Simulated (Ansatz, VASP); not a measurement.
Two plane-wave programs on PbC2S2N2

```
Pb N C S
1.0
     9.03000    0.00000    0.00000
     0.00000   11.34000    0.00000
     0.00000    0.00000   17.50000
Pb N C S
1 2 2 2
Cartesian
  4.5291 6.8407 8.7485
  4.5105 5.3427 10.3441
  4.5062 4.9950 11.4920
  4.5000 4.5000 12.9970
  4.5105 5.3427 7.1529
  4.5062 4.9950 6.0050
  4.5000 4.5000 4.5000
```

Alike in both runs: task single point; functional PBE; k mesh 1 × 1 × 1; occupations gaussian, width 0.01 eV; no spin polarisation.

|  | VASP | Ansatz |
| --- | --- | --- |
| version | VASP 6.6.1 | Ansatz 0.2.0 |
| potentials or method | VASP PAW PBE potentials, release 64 (Pb_d, N_h, C_h, S), cutoff 1000 eV | scalar-relativistic, plane waves, PAW |
| valence electrons in the cell | 44 | 44 |

VASP gave:

```
gap on the k mesh at the Fermi level (eV) : 1.88
rms of the force components (eV/Å)        : 0.252
```

What did Ansatz give for the same quantities?

gap on the k mesh at the Fermi level (eV): 1.89; rms of the force components (eV/Å): 0.218.

With one functional, cell and mesh, what is left measures potentials, basis and numerics.

Spin-orbit coupling is off throughout.
